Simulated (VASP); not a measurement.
# Li (Fm-3m) in VASP: notebook

The runs below take Li through single point, with PBE+D3(BJ).

All numbers are computed with VASP 6.6.1; they aren't measurements. Logs are shortened: lines on timing, memory, paths and dates and some standing lists are left out, and cuts for length are marked.

## Step 1: The cell of the first run

Symmetry: Fm-3m, No. 225, cubic system. The conventional cell has a = 4.048 Å, b = 4.048 Å, c = 4.048 Å, α = 90.00°, β = 90.00°, γ = 90.00°. Within 3.8 Å of Li (site symmetry m-3m) lie 12 Li at 2.86 Å.

## Step 2: Single point, PBE+D3(BJ) (volume scaled by 0.91)

INCAR

```
SYSTEM = Li
  PREC = Accurate
  ENCUT = 520
  EDIFF = 1E-6
  ISMEAR = 0
  SIGMA = 0.1
  LREAL = .FALSE.
  LASPH = .TRUE.
  NELM = 100
  ALGO = Normal
  ISIF = 2
  LWAVE = .FALSE.
  LCHARG = .FALSE.
  GGA = PE
  IVDW = 12
  NBANDS = 8
```

KPOINTS

```
Automatic mesh
0
G
  18 18 18
  0 0 0
```

POSCAR

```
Li
1.0
    0.0000000000      2.0238485424      2.0238485424
    2.0238485424      0.0000000000      2.0238485424
    2.0238485424      2.0238485424      0.0000000000
Li
1
Direct
    0.0000000000      0.0000000000      0.0000000000
```

Potentials or basis: VASP PAW PBE potentials, release 64 (Li_sv).

Launch:

```
$ cat potpaw_PBE.64/Li_sv/POTCAR > POTCAR
$ mpirun -np 1 vasp_std > vasp.out
```

OUTCAR:

```text
SYSTEM = Li
   PREC = Accurate
   ENCUT = 520
   EDIFF = 1E-6
   ISMEAR = 0
   LREAL = .FALSE.
   LASPH = .TRUE.
   NELM = 100
   ISIF = 2
   GGA = PE
   IVDW = 12
 IVDW          = 12

 ion  position               nearest neighbor table
   1  0.000  0.000  0.000-

  LATTYP: Found a face centered cubic cell.
 ALAT       =     4.0476970848

  Lattice vectors:

 A1 = (   0.0000000000,   2.0238485424,   2.0238485424)
 A2 = (   2.0238485424,   0.0000000000,   2.0238485424)
 A3 = (   2.0238485424,   2.0238485424,   0.0000000000)

Analysis of symmetry for initial positions (statically):
=====================================================================
 Subroutine PRICEL returns:
 Original cell was already a primitive cell.

 Routine SETGRP: Setting up the symmetry group for a
 face centered cubic supercell.

 Subroutine GETGRP returns: Found 48 space group operations
 (whereof 48 operations were pure point group operations)
 out of a pool of 48 trial point group operations.

The static configuration has the point symmetry O_h .

Analysis of symmetry for dynamics (positions and initial velocities):
=====================================================================
 Subroutine PRICEL returns:
 Original cell was already a primitive cell.

 Routine SETGRP: Setting up the symmetry group for a
 face centered cubic supercell.

 Subroutine GETGRP returns: Found 48 space group operations
 (whereof 48 operations were pure point group operations)
 out of a pool of 48 trial point group operations.

The dynamic configuration has the point symmetry O_h .

 Subroutine INISYM returns: Found 48 space group operations
 (whereof 48 operations are pure point group operations),
 and found     1 'primitive' translations

----------------------------------------------------------------------------------------

                                     Primitive cell

  volume of cell :      16.5792

  direct lattice vectors                    reciprocal lattice vectors
     0.000000000  2.023848542  2.023848542    -0.247054060  0.247054060  0.247054060
     2.023848542  0.000000000  2.023848542     0.247054060 -0.247054060  0.247054060
     2.023848542  2.023848542  0.000000000     0.247054060  0.247054060 -0.247054060

  length of vectors
     2.862154057  2.862154057  2.862154057     0.427910185  0.427910185  0.427910185

  position of ions in fractional coordinates (direct lattice)
     0.000000000  0.000000000  0.000000000

  ion indices of the primitive-cell ions
   primitive index   ion index
                 1           1

[... 78 lines left out ...]
   ISYM   =      2    0-nonsym 1-usesym 2-fastsym
   POTIM  = 0.5000    time-step for ionic-motion
   TEBEG  =    0.0;   TEEND  =   0.0 temperature during run
   PSTRESS=    0.0 pullay stress
   NELECT =       3.0000    total number of electrons
   NUPDOWN=      -1.0000    fix difference up-down
   EMIN   =  10.00;   EMAX   =-10.00  energy-range for DOS
   EFERMI =   0.00;   METHOD = LEGACY
   ISMEAR =     0;   SIGMA  =   0.10  broadening in eV -4-tet -1-fermi 0-gaus
   EFERMI_NEDOS =   21; number of points for ismear=-14 and -15
   IALGO  =     38    algorithm
   IMIX   =      4    mixing-type and parameters
     AMIX     =   0.40;   BMIX     =  1.00
     AMIX_MAG =   1.60;   BMIX_MAG =  1.00
  volume/ion in A,a.u.               =      16.58       111.88
  Fermi-wavevector in a.u.,A,eV,Ry     =   0.925964  1.749817 11.665752  0.857409
  Thomas-Fermi vector in A             =   2.051875
   LORBIT       =      0    0 simple, 1 ext, 2 COOP (PROOUT), +10 PAW based schemes
   GGA     = PE    functional components
   LHFCALC =     F    Hartree Fock is set to
   AEXX    =    0.0000 exact exchange contribution
   IVDW    =    12    specifies the selected vdW correction
   LEPSILON=     F    determine dielectric tensor
   LRPA    =     F    only Hartree local field effects (RPA)
 non-spin polarized calculation
 Gauss-broadening in eV      SIGMA  =   0.10
  energy-cutoff  :      520.00
  volume of cell :       16.58
 maximum number of plane-waves:       459
 NGX is ok and might be reduce to    24
   NGX = 11   NGY = 11   NGZ = 11

 number of electron       2.9999996 magnetization

 Free energy of the ion-electron system (eV)
  ---------------------------------------------------
  ext. energy  EPLUGINS =         0.00000000
  ---------------------------------------------------
  free energy    TOTEN  =        -1.87076700 eV

  energy without entropy =       -1.86935226  energy(sigma->0) =       -1.87005963

 E-fermi :   1.2405     XC(G=0):  -7.5526

 val. band max:        1.1720791561   @ k =   0.4444   0.2778   0.0000
 cond. band min:       1.2444439401   @ k =   0.5000   0.2222   0.0556
 fundamental gap:      0.0723647840
 Fermi energy:         1.2405475304

 k-point     1 :       0.0000    0.0000    0.0000
  band No.  band energies     occupation
      1     -44.9700      2.00000
      2      -2.5667      2.00000
      3      17.7738      0.00000
      4      17.7739      0.00000
      5      17.7739      0.00000
      6      21.9812      0.00000
      7      21.9812      0.00000
      8      21.9812      0.00000
[... 243 lines left out ...]
 k-point    24 :      -0.2222    0.0556    0.0000
  band No.  band energies     occupation
      1     -44.9506      2.00000
      2      -1.4126      2.00000
      3      10.7450      0.00000
      4      15.2446      0.00000
      5      17.0790      0.00000
      6      21.3105      0.00000
      7      22.0929      0.00000
      8      22.9329      0.00000

 [... further k-points ...]

------------------------ aborting loop because EDIFF is reached ----------------------------------------

 Edisp (eV)   -0.20714

 E8    (eV) :    -0.0861

  FORCE on cell =-STRESS in cart. coord.  units (eV):
  Direction    XX          YY          ZZ          XY          YZ          ZX
  --------------------------------------------------------------------------------------
  -------------------------------------------------------------------------------------
  Total       0.16796     0.16796     0.16796     0.00000    -0.00000    -0.00000
  in kB      16.23170    16.23170    16.23170     0.00000    -0.00000    -0.00000
  external pressure =       16.23 kB  Pullay stress =        0.00 kB

 VOLUME and BASIS-vectors are now :
 -----------------------------------------------------------------------------
  energy-cutoff  :      520.00
  volume of cell :       16.58
      direct lattice vectors                 reciprocal lattice vectors
     0.000000000  2.023848542  2.023848542    -0.247054060  0.247054060  0.247054060
     2.023848542  0.000000000  2.023848542     0.247054060 -0.247054060  0.247054060
     2.023848542  2.023848542  0.000000000     0.247054060  0.247054060 -0.247054060

 POSITION                                       TOTAL-FORCE (eV/Angst)
 -----------------------------------------------------------------------------------
      0.00000      0.00000      0.00000         0.000000     -0.000000     -0.000000
 -----------------------------------------------------------------------------------
    total drift:                               -0.000000     -0.000000      0.000000

  FREE ENERGIE OF THE ION-ELECTRON SYSTEM (eV)
  ---------------------------------------------------
  free  energy   TOTEN  =        -2.0779060680 eV

  energy  without entropy=       -2.0764913291  energy(sigma->0) =       -2.07719870
```

OSZICAR:

```text
N       E                     dE             d eps       ncg     rms          rms(c)
DAV:   1    -0.138132879305E+00   -0.13813E+00   -0.71901E+02  3208   0.266E+02
DAV:   2    -0.185267269786E+01   -0.17145E+01   -0.16885E+01  4464   0.337E+01
DAV:   3    -0.187105906258E+01   -0.18386E-01   -0.18384E-01  3560   0.290E+00
DAV:   4    -0.187123407297E+01   -0.17501E-03   -0.17501E-03  4912   0.239E-01
DAV:   5    -0.187123436643E+01   -0.29346E-06   -0.29348E-06  3736   0.651E-03    0.220E-01
DAV:   6    -0.187072907127E+01    0.50530E-03   -0.48703E-04  4904   0.760E-02    0.144E-01
DAV:   7    -0.187078394032E+01   -0.54869E-04   -0.12149E-03  4520   0.134E-01    0.318E-02
DAV:   8    -0.187077162642E+01    0.12314E-04   -0.12584E-05  3584   0.257E-02    0.284E-03
DAV:   9    -0.187076824447E+01    0.33820E-05   -0.13918E-06  4216   0.863E-03    0.880E-04
DAV:  10    -0.187076685121E+01    0.13933E-05   -0.58483E-08  1928   0.175E-03    0.891E-04
DAV:  11    -0.187076700186E+01   -0.15065E-06   -0.12667E-08  1680   0.100E-03
   1 F= -.20779061E+01 E0= -.20771987E+01  d E =-.141474E-02
```

stdout:

```text
POSCAR found type information on POSCAR Li
 POSCAR found :  1 types and       1 ions
 scaLAPACK will be used
 LDA part: xc-table for (Slater+PW92), standard interpolation
 POSCAR, INCAR and KPOINTS ok, starting setup
 FFT: planning ... GRIDC
 FFT: planning ... GRID_SOFT
 FFT: planning ... GRID
 WAVECAR not read
 entering main loop
```

Run time: 19 s. Hardware: 1 thread of AMD EPYC 7R43 (Zen 3), shared host; peak memory 0.11 GiB.

Results:

```yaml
Free_energy: -2.0779 eV
Dispersion_energy_per_atom: -0.207 eV
```

Levels at points of the mesh, in eV from the Fermi level:
| k point | band 1 | band 2 | band 3 | band 4 | band 5 | band 6 |
| --- | --- | --- | --- | --- | --- | --- |
| (0.00, 0.00, 0.00) | -46.21 | -3.81 | 16.53 | 16.53 | 16.53 | 20.74 |
| (0.50, 0.00, 0.00) | -46.17 | -0.11 | 3.65 | 14.54 | 14.54 | 18.82 |
| (0.50, 0.50, 0.00) | -46.16 | 1.68 | 5.48 | 9.65 | 9.65 | 12.02 |

Caveat: the cutoff is under 1.25 times the usual one of these potentials, so pressure, stress and relaxed cells hold a basis-set (Pulay) error; pairwise dispersion overbinds metals, which lowers pressure and volume.

## Step 3: Single point, PBE+D3(BJ) (volume scaled by 0.94)

INCAR

```
SYSTEM = Li
PREC = Accurate
ENCUT = 520
EDIFF = 1E-6
ISMEAR = 0
SIGMA = 0.1
LREAL = .FALSE.
LASPH = .TRUE.
NELM = 100
ALGO = Normal
ISIF = 2
LWAVE = .FALSE.
LCHARG = .FALSE.
GGA = PE
IVDW = 12
NBANDS = 8
```

KPOINTS is that of step 2.

POSCAR

```
Li
1.0
    0.0000000000      2.0458486197      2.0458486197
    2.0458486197      0.0000000000      2.0458486197
    2.0458486197      2.0458486197      0.0000000000
Li
1
Direct
    0.0000000000      0.0000000000      0.0000000000
```

Potentials or basis: VASP PAW PBE potentials, release 64 (Li_sv).

Launch:

```
$ cat potpaw_PBE.64/Li_sv/POTCAR > POTCAR
$ mpirun -np 1 vasp_std > vasp.out
```

OUTCAR:

```text
SYSTEM = Li
   PREC = Accurate
   ENCUT = 520
   EDIFF = 1E-6
   ISMEAR = 0
   LREAL = .FALSE.
   LASPH = .TRUE.
   NELM = 100
   ISIF = 2
   GGA = PE
   IVDW = 12
 IVDW          = 12

 ion  position               nearest neighbor table
   1  0.000  0.000  0.000-

  LATTYP: Found a face centered cubic cell.
 ALAT       =     4.0916972394

  Lattice vectors:

 A1 = (   0.0000000000,   2.0458486197,   2.0458486197)
 A2 = (   2.0458486197,   0.0000000000,   2.0458486197)
 A3 = (   2.0458486197,   2.0458486197,   0.0000000000)

Analysis of symmetry for initial positions (statically):
=====================================================================
 Subroutine PRICEL returns:
 Original cell was already a primitive cell.

 Routine SETGRP: Setting up the symmetry group for a
 face centered cubic supercell.

 Subroutine GETGRP returns: Found 48 space group operations
 (whereof 48 operations were pure point group operations)
 out of a pool of 48 trial point group operations.

The static configuration has the point symmetry O_h .

Analysis of symmetry for dynamics (positions and initial velocities):
=====================================================================
[... 163 lines left out ...]

 k-point     1 :       0.0000    0.0000    0.0000
  band No.  band energies     occupation
      1     -45.1246      2.00000
      2      -2.6353      2.00000
      3      17.2955      0.00000
      4      17.2955      0.00000
      5      17.2955      0.00000
      6      21.4476      0.00000
      7      21.4476      0.00000
      8      21.4476      0.00000
[... 243 lines left out ...]
 k-point    24 :      -0.2222    0.0556    0.0000
  band No.  band energies     occupation
      1     -45.1076      2.00000
      2      -1.4922      2.00000
      3      10.4268      0.00000
      4      14.8279      0.00000
      5      16.6170      0.00000
      6      20.7844      0.00000
      7      21.5578      0.00000
      8      22.3580      0.00000

 [... further k-points ...]

------------------------ aborting loop because EDIFF is reached ----------------------------------------

 Edisp (eV)   -0.20038

 E8    (eV) :    -0.0833

  FORCE on cell =-STRESS in cart. coord.  units (eV):
  Direction    XX          YY          ZZ          XY          YZ          ZX
  --------------------------------------------------------------------------------------
  -------------------------------------------------------------------------------------
  Total       0.10465     0.10465     0.10465     0.00000     0.00000    -0.00000
  in kB       9.79067     9.79067     9.79067     0.00000     0.00000    -0.00000
  external pressure =        9.79 kB  Pullay stress =        0.00 kB

 VOLUME and BASIS-vectors are now :
 -----------------------------------------------------------------------------
  energy-cutoff  :      520.00
  volume of cell :       17.13
      direct lattice vectors                 reciprocal lattice vectors
     0.000000000  2.045848620  2.045848620    -0.244397359  0.244397359  0.244397359
     2.045848620  0.000000000  2.045848620     0.244397359 -0.244397359  0.244397359
     2.045848620  2.045848620  0.000000000     0.244397359  0.244397359 -0.244397359

 POSITION                                       TOTAL-FORCE (eV/Angst)
 -----------------------------------------------------------------------------------
      0.00000      0.00000      0.00000        -0.000000      0.000000      0.000000
 -----------------------------------------------------------------------------------
    total drift:                               -0.000000     -0.000000      0.000000

  FREE ENERGIE OF THE ION-ELECTRON SYSTEM (eV)
  ---------------------------------------------------
  free  energy   TOTEN  =        -2.0828658449 eV

  energy  without entropy=       -2.0814149427  energy(sigma->0) =       -2.08214039
```

stdout:

```text
POSCAR found type information on POSCAR Li
 POSCAR found :  1 types and       1 ions
 scaLAPACK will be used
 LDA part: xc-table for (Slater+PW92), standard interpolation
 POSCAR, INCAR and KPOINTS ok, starting setup
 FFT: planning ... GRIDC
 FFT: planning ... GRID_SOFT
 FFT: planning ... GRID
 WAVECAR not read
 entering main loop
```

Run time: 19 s. Hardware: 1 thread of AMD EPYC 7R43 (Zen 3), shared host; peak memory 0.12 GiB.

Results:

| Item | Value |
| --- | --- |
| Free energy | -2.0829 eV |
| Dispersion energy per atom | -0.200 eV |

Levels at points of the mesh, in eV from the Fermi level:
| k point | band 1 | band 2 | band 3 | band 4 | band 5 | band 6 | band 7 |
| --- | --- | --- | --- | --- | --- | --- | --- |
| (0.00, 0.00, 0.00) | -46.26 | -3.77 | 16.16 | 16.16 | 16.16 | 20.31 | 20.31 |
| (0.50, 0.00, 0.00) | -46.23 | -0.10 | 3.52 | 14.21 | 14.21 | 18.44 | 18.44 |
| (0.50, 0.50, 0.00) | -46.21 | 1.65 | 5.34 | 9.44 | 9.44 | 11.78 | 17.75 |

Caveat: the cutoff is under 1.25 times the usual one of these potentials, so pressure, stress and relaxed cells hold a basis-set (Pulay) error; pairwise dispersion overbinds metals, which lowers pressure and volume.

(Continued in part 2 of 2.)
